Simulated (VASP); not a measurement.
# Ga8AsP7 (P1) in VASP: notebook, part 2 of 2

VASP 6.6.1.

## (3) Single point, r2SCAN

The input, POSCAR:

```
Ga8AsP7
1.0
   10.9464490000      0.0000000000      0.0000000000
    0.0000000000     10.9464490000      0.0000000000
    0.0000000000      0.0000000000     10.9464490000
Ga P As
32 28 4
Direct
    0.9994290000      0.9991840000      0.9993140000
    0.9992780000      0.9989300000      0.4986790000
    0.9994420000      0.4995040000      0.0005340000
    0.9993880000      0.4999410000      0.5000260000
    0.5000970000      0.9989110000      0.0069770000
    0.5031690000      0.9960560000      0.5026150000
    0.5001250000      0.4999050000      0.9994690000
    0.5032750000      0.5028580000      0.4955620000
    0.2463110000      0.2529880000      0.0030780000
    0.2434710000      0.2494220000      0.4998740000
    0.2496600000      0.7492660000      0.9997170000
    0.2494700000      0.7488020000      0.4988530000
    0.7511970000      0.2495690000      0.9998310000
    0.7508470000      0.2500190000      0.4988140000
    0.7534820000      0.7458540000      0.0030330000
    0.7509450000      0.7495160000      0.4998600000
    0.2460990000      0.9958460000      0.2467900000
    0.2467710000      0.9960640000      0.7467650000
    0.2499780000      0.4999400000      0.2501890000
    0.2461990000      0.5026170000      0.7534990000
    0.7505150000      0.9994620000      0.2504440000
    0.7543320000      0.0022100000      0.7472810000
    0.7510710000      0.4996230000      0.2498470000
    0.7506650000      0.4998420000      0.7497950000
    0.9988660000      0.2494590000      0.2497950000
    0.9997410000      0.2500580000      0.7502500000
    0.0000390000      0.7488250000      0.2502010000
    0.9990780000      0.7494440000      0.7498030000
    0.5030240000      0.2531630000      0.2472790000
    0.5066640000      0.2494790000      0.7500100000
    0.5000900000      0.7493610000      0.2499810000
    0.4967320000      0.7455820000      0.7470190000
    0.1227700000      0.1243830000      0.1248570000
    0.1218420000      0.1233840000      0.6248750000
    0.1248710000      0.6243830000      0.1249100000
    0.1238820000      0.6253520000      0.6247860000
    0.6270790000      0.1255270000      0.1258880000
    0.6280820000      0.1243890000      0.6236760000
    0.6250870000      0.6235380000      0.1258720000
    0.6261190000      0.6243680000      0.6238340000
    0.3749180000      0.3764370000      0.1248610000
    0.3738250000      0.8723300000      0.1259150000
    0.3739030000      0.8723750000      0.6237340000
    0.8750330000      0.3745830000      0.1249790000
    0.8750670000      0.3745410000      0.6247970000
    0.8759070000      0.8743230000      0.1258550000
    0.8759540000      0.8744030000      0.6238370000
    0.3748850000      0.6254010000      0.3737830000
    0.3739530000      0.6243540000      0.8758930000
    0.8750580000      0.1244830000      0.3747030000
    0.8761040000      0.1254180000      0.8749230000
    0.8750850000      0.6245190000      0.3748800000
    0.8759600000      0.6235660000      0.8748990000
    0.1228620000      0.3755090000      0.3738460000
    0.1228800000      0.3754070000      0.8758870000
    0.1238520000      0.8732880000      0.3748230000
    0.1238540000      0.8733990000      0.8748120000
    0.6271050000      0.3755030000      0.3738330000
    0.6271780000      0.3755230000      0.8759290000
    0.6261730000      0.8733300000      0.3747150000
    0.3750590000      0.3764810000      0.6248440000
    0.3749110000      0.1235220000      0.3738790000
    0.3741080000      0.1243120000      0.8757830000
    0.6258410000      0.8735150000      0.8746540000
```

The input, INCAR.step1:

```
SYSTEM = Ga8AsP7
PREC = Accurate
ENCUT = 520
ISMEAR = -1
SIGMA = 0.05
LREAL = Auto
LASPH = .TRUE.
NELM = 60
NBANDS = 326
GGA = PE
ALGO = Normal
EDIFF = 1E-4
LWAVE = .TRUE.
LCHARG = .FALSE.
```

The input, INCAR.step2:

```
SYSTEM = Ga8AsP7
PREC = Accurate
ENCUT = 520
EDIFF = 1E-6
ISMEAR = -1
SIGMA = 0.05
LREAL = Auto
LASPH = .TRUE.
NELM = 60
ALGO = Normal
ISIF = 2
LWAVE = .FALSE.
LCHARG = .FALSE.
METAGGA = R2SCAN
LMIXTAU = .TRUE.
NBANDS = 326
ISTART = 1
```

The input, KPOINTS:

```
Automatic mesh
0
G
  1 1 1
  0 0 0
```

Potentials or basis: VASP PAW PBE potentials, release 64 (Ga_d, P, As).

The run is started by

```bash
> cat potpaw_PBE.64/Ga_d/POTCAR potpaw_PBE.64/P/POTCAR potpaw_PBE.64/As/POTCAR > POTCAR
> cp INCAR.step1 INCAR
> mpirun -np 1 vasp_gam > vasp.out
> cp INCAR.step2 INCAR
> mpirun -np 1 vasp_gam > vasp.out
```

OUTCAR:

```text
SYSTEM = Ga8AsP7
   PREC = Accurate
   ENCUT = 520
   EDIFF = 1E-6
   ISMEAR = -1
   LREAL = Auto
   LASPH = .TRUE.
   NELM = 60
   ISIF = 2
   METAGGA = R2SCAN
   ISTART = 1

 ion  position               nearest neighbor table
   1  0.999  0.999  0.999-  51 2.36  33 2.36  57 2.37  46 2.37
   2  0.999  0.999  0.499-  47 2.36  34 2.36  50 2.36  56 2.36
   3  0.999  0.500  0.001-  55 2.35  53 2.36  44 2.36  35 2.37
   4  0.999  0.500  0.500-  52 2.36  54 2.36  45 2.37  36 2.37
   5  0.500  0.999  0.007-  42 2.35  37 2.36  63 2.42  64 2.42
   6  0.503  0.996  0.503-  60 2.36  43 2.36  38 2.37  62 2.43
[... 56 lines left out ...]
  63  0.374  0.124  0.876-   5 2.42  30 2.42   9 2.43  18 2.43
  64  0.626  0.874  0.875-   5 2.42  15 2.42  22 2.43  32 2.43

  LATTYP: Found a simple cubic cell.
 ALAT       =    10.9464490000

  Lattice vectors:

 A1 = (  10.9464490000,   0.0000000000,   0.0000000000)
 A2 = (   0.0000000000,  10.9464490000,   0.0000000000)
 A3 = (   0.0000000000,   0.0000000000,  10.9464490000)

Analysis of symmetry for initial positions (statically):
=====================================================================
 Subroutine PRICEL returns:
 Original cell was already a primitive cell.

 Routine SETGRP: Setting up the symmetry group for a
 simple cubic supercell.

 Subroutine GETGRP returns: Found  1 space group operations
 (whereof  1 operations were pure point group operations)
 out of a pool of 48 trial point group operations.

The static configuration has the point symmetry C_1 .

Analysis of symmetry for dynamics (positions and initial velocities):
=====================================================================
 Subroutine PRICEL returns:
 Original cell was already a primitive cell.

 Routine SETGRP: Setting up the symmetry group for a
 simple cubic supercell.

 Subroutine GETGRP returns: Found  1 space group operations
 (whereof  1 operations were pure point group operations)
 out of a pool of 48 trial point group operations.

The dynamic configuration has the point symmetry C_1 .

 Subroutine INISYM returns: Found  1 space group operations
 (whereof  1 operations are pure point group operations),
 and found     1 'primitive' translations

----------------------------------------------------------------------------------------

                                     Primitive cell

  volume of cell :    1311.6555

  direct lattice vectors                    reciprocal lattice vectors
    10.946449000  0.000000000  0.000000000     0.091353826  0.000000000  0.000000000
     0.000000000 10.946449000  0.000000000     0.000000000  0.091353826  0.000000000
     0.000000000  0.000000000 10.946449000     0.000000000  0.000000000  0.091353826

  length of vectors
    10.946449000 10.946449000 10.946449000     0.091353826  0.091353826  0.091353826

  position of ions in fractional coordinates (direct lattice)
     0.999429000  0.999184000  0.999314000
     0.999278000  0.998930000  0.498679000
     0.999442000  0.499504000  0.000534000
     0.999388000  0.499941000  0.500026000
     0.500097000  0.998911000  0.006977000
     0.503169000  0.996056000  0.502615000
[... 56 lines left out ...]
     0.374108000  0.124312000  0.875783000
     0.625841000  0.873515000  0.874654000

  ion indices of the primitive-cell ions
   primitive index   ion index
                 1           1
                 2           2
                 3           3
                 4           4
                 5           5
                 6           6
[... 56 lines left out ...]
                63          63
                64          64

----------------------------------------------------------------------------------------

 KPOINTS: Automatic mesh

Automatic generation of k-mesh.
 Grid dimensions read from file:
 generate k-points for:    1    1    1

 Generating k-lattice:

  Cartesian coordinates                     Fractional coordinates (reciprocal lattice)
     0.091353826  0.000000000  0.000000000     1.000000000  0.000000000  0.000000000
     0.000000000  0.091353826  0.000000000     0.000000000  1.000000000  0.000000000
     0.000000000  0.000000000  0.091353826     0.000000000  0.000000000  1.000000000

  Length of vectors
     0.091353826  0.091353826  0.091353826

  Shift w.r.t. Gamma in fractional coordinates (k-lattice)
     0.000000000  0.000000000  0.000000000

 Subroutine IBZKPT returns following result:
 ===========================================

 Found      1 irreducible k-points:

 Following reciprocal coordinates:
            Coordinates               Weight
  0.000000  0.000000  0.000000      1.000000
   k-points           NKPTS =      1   k-points in BZ     NKDIM =      1   number of bands    NBANDS=    326
   number of dos      NEDOS =    301   number of ions     NIONS =     64
   total plane-waves  NPLWV = 592704
   dimension x,y,z NGX =    84 NGY =   84 NGZ =   84
   dimension x,y,z NGXF=   168 NGYF=  168 NGZF=  168
   ions per type =              32  28   4
   NGX,Y,Z   is equivalent  to a cutoff of  12.76, 12.76, 12.76 a.u.
   NGXF,Y,Z  is equivalent  to a cutoff of  25.51, 25.51, 25.51 a.u.
 SYSTEM =  Ga8AsP7
   PREC   = accura    normal or accurate (medium, high low for compatibility)
   ISTART =      1    job   : 0-new  1-cont  2-samecut
   ICHARG =      0    charge: 1-file 2-atom 10-const
   ISPIN  =      1    spin polarized calculation?
   LNONCOLLINEAR =      F non collinear calculations
   LSORBIT =      F    spin-orbit coupling
   LASPH  =      T    aspherical Exc in radial PAW
   ENCUT  =  520.0 eV  38.22 Ry    6.18 a.u.  20.35 20.35 20.35*2*pi/ulx,y,z
   NELM   =     60;   NELMIN=  2; NELMDL=  0     # of ELM steps
   EDIFF  = 0.1E-05   stopping-criterion for ELM
   LREAL  =      T    real-space projection
   EDIFFG = 0.1E-04   stopping-criterion for IOM
   NSW    =      0    number of steps for IOM
   IBRION =     -1    ionic relax: 0-MD 1-quasi-New 2-CG
   NFREE  =      0    steps in history (QN), initial steepest desc. (CG)
   ISIF   =      2    stress and relaxation
   ISYM   =      2    0-nonsym 1-usesym 2-fastsym
   POTIM  = 0.5000    time-step for ionic-motion
   TEBEG  =    0.0;   TEEND  =   0.0 temperature during run
   PSTRESS=    0.0 pullay stress
   NELECT =     576.0000    total number of electrons
   NUPDOWN=      -1.0000    fix difference up-down
   EMIN   =  10.00;   EMAX   =-10.00  energy-range for DOS
   EFERMI =   0.00;   METHOD = LEGACY
   ISMEAR =    -1;   SIGMA  =   0.05  broadening in eV -4-tet -1-fermi 0-gaus
   EFERMI_NEDOS =   21; number of points for ismear=-14 and -15
   IALGO  =     38    algorithm
   IMIX   =      4    mixing-type and parameters
     AMIX     =   0.40;   BMIX     =  1.00
     AMIX_MAG =   1.60;   BMIX_MAG =  1.00
  volume/ion in A,a.u.               =      20.49       138.30
  Fermi-wavevector in a.u.,A,eV,Ry     =   1.244350  2.351480 21.067340  1.548406
  Thomas-Fermi vector in A             =   2.378620
   LORBIT       =      0    0 simple, 1 ext, 2 COOP (PROOUT), +10 PAW based schemes
   METAGGA = R2SCAN    functional components
   LHFCALC =     F    Hartree Fock is set to
   AEXX    =    0.0000 exact exchange contribution
   IVDW    =     0    specifies the selected vdW correction
   LEPSILON=     F    determine dielectric tensor
   LRPA    =     F    only Hartree local field effects (RPA)
 non-spin polarized calculation
  energy-cutoff  :      520.00
  volume of cell :     1311.66
 maximum number of plane-waves:     17757
 NGX is ok and might be reduce to    84
   NGX = 41   NGY = 41   NGZ = 41

 number of electron     575.9999948 magnetization

 Free energy of the ion-electron system (eV)
  ---------------------------------------------------
  ext. energy  EPLUGINS =         0.00000000
  ---------------------------------------------------
  free energy    TOTEN  =      -704.29326857 eV

  energy without entropy =     -704.29326842  energy(sigma->0) =     -704.29326849

 E-fermi :   5.3340     XC(G=0): -10.5011

 val. band max:        4.4314405387   @ k =   0.0000   0.0000   0.0000
 cond. band min:       6.2193992612   @ k =   0.0000   0.0000   0.0000
 fundamental gap:      1.7879587225
 Fermi energy:         5.3339650993

 k-point     1 :       0.0000    0.0000    0.0000
  band No.  band energies     occupation
      1     -10.7923      2.00000
      2     -10.7908      2.00000
      3     -10.7881      2.00000
      4     -10.7765      2.00000
      5     -10.7754      2.00000
      6     -10.7738      2.00000
[... 292 lines left out ...]
    299       6.5884      0.00000
    300       6.7989      0.00000
 [bands above 300 left out]

------------------------ aborting loop because EDIFF is reached ----------------------------------------

  FORCE on cell =-STRESS in cart. coord.  units (eV):
  Direction    XX          YY          ZZ          XY          YZ          ZX
  --------------------------------------------------------------------------------------
  -------------------------------------------------------------------------------------
  Total        5.4970037      5.4642311      5.4834749      0.0469140      0.0147174     -0.0048101
  in kB        6.7145488      6.6745173      6.6980235      0.0573052      0.0179772     -0.0058755
  external PRESSURE =       6.6956966 kB  Pullay stress =       0.0000000 kB

 VOLUME and BASIS-vectors are now :
 -----------------------------------------------------------------------------
  energy-cutoff  :      520.00
  volume of cell :     1311.66
      direct lattice vectors                 reciprocal lattice vectors
    10.946449000  0.000000000  0.000000000     0.091353826  0.000000000  0.000000000
     0.000000000 10.946449000  0.000000000     0.000000000  0.091353826  0.000000000
     0.000000000  0.000000000 10.946449000     0.000000000  0.000000000  0.091353826

 POSITION                                       TOTAL-FORCE (eV/Angst)
 -----------------------------------------------------------------------------------
     10.94020     10.93752     10.93894         0.014836      0.028863      0.012922
     10.93855     10.93474      5.45876         0.014080      0.013326      0.023827
     10.94034      5.46780      0.00585         0.017178      0.005337     -0.024331
     10.93975      5.47258      5.47351         0.012149     -0.001127     -0.013629
      5.47429     10.93453      0.07637        -0.012412      0.018081     -0.044252
      5.50791     10.90328      5.50185        -0.003587     -0.005538     -0.001520
[... 56 lines left out ...]
      4.09515      1.36077      9.58671        -0.003579      0.008501      0.002577
      6.85074      9.56189      9.57436         0.011920     -0.011021      0.024105
 -----------------------------------------------------------------------------------
    total drift:                               -0.014190      0.155730      0.059018

  FREE ENERGIE OF THE ION-ELECTRON SYSTEM (eV)
  ---------------------------------------------------
  free  energy   TOTEN  =      -704.2932685704 eV

  energy  without entropy=     -704.2932684180  energy(sigma->0) =     -704.29326849
```

Wall time 60 min (1 thread of Oxide Virtual Turin-like, shared host); peak memory 1.3 GiB.

What came out:

```yaml
Free_energy: -704.2933 eV
Pressure: 0.7 GPa
Largest_force: 0.049 eV/Å
Band_gap_on_the_k_mesh: 1.79 eV
```

Forces on the atoms (eV/Å):
```
Ga   0.015  0.029  0.013
Ga   0.014  0.013  0.024
Ga   0.017  0.005 -0.024
Ga   0.012 -0.001 -0.014
Ga  -0.012  0.018 -0.044
Ga  -0.004 -0.006 -0.002
Ga  -0.014  0.001  0.018
Ga  -0.012 -0.022  0.000
Ga   0.006 -0.011 -0.012
Ga   0.026  0.011 -0.001
Ga   0.017  0.016  0.011
Ga   0.003  0.020  0.014
Ga  -0.022  0.009  0.006
Ga  -0.015 -0.006  0.021
Ga  -0.005  0.003 -0.014
Ga  -0.019  0.005 -0.006
Ga   0.002 -0.006  0.009
Ga  -0.004 -0.001  0.000
Ga   0.002  0.007 -0.005
Ga   0.000 -0.009  0.001
Ga  -0.001  0.012 -0.008
Ga   0.002 -0.015 -0.002
Ga  -0.026  0.001  0.003
Ga  -0.016 -0.007  0.009
Ga   0.022  0.007  0.005
Ga   0.004 -0.013 -0.002
Ga  -0.004  0.028  0.002
Ga   0.026  0.012 -0.001
Ga   0.001 -0.001  0.000
Ga  -0.031  0.012 -0.004
Ga  -0.013  0.007  0.001
Ga  -0.005  0.002  0.007
P    0.000 -0.003 -0.004
P    0.009  0.001 -0.008
P   -0.008 -0.009  0.001
P   -0.008 -0.005  0.006
P    0.002 -0.006  0.009
P    0.000 -0.003  0.000
P    0.013 -0.003 -0.006
P    0.008  0.005 -0.002
P    0.001 -0.006  0.000
P    0.002  0.001 -0.003
P    0.013 -0.003 -0.003
P    0.000 -0.007 -0.002
P   -0.001  0.003 -0.006
P   -0.001 -0.014 -0.003
P    0.001 -0.011  0.003
P    0.005 -0.011 -0.004
P    0.003 -0.001 -0.006
P   -0.004 -0.010 -0.009
P   -0.002 -0.006  0.005
P    0.007 -0.011  0.000
P   -0.001 -0.004  0.005
P    0.002 -0.001  0.006
P   -0.003  0.006  0.006
P   -0.007 -0.005 -0.011
P   -0.005 -0.009  0.000
P    0.001  0.004 -0.004
P    0.004  0.002 -0.010
P    0.000  0.002  0.005
As  -0.001 -0.018 -0.008
As  -0.005  0.006  0.010
As  -0.004  0.009  0.003
As   0.012 -0.011  0.024
```

Caveat: the k points lie up to 0.57 Å⁻¹ apart; the PAW data sets were made with another functional, which shifts forces and pressure a little; an odd mesh through Γ misses points on the zone boundary, where band edges can lie.
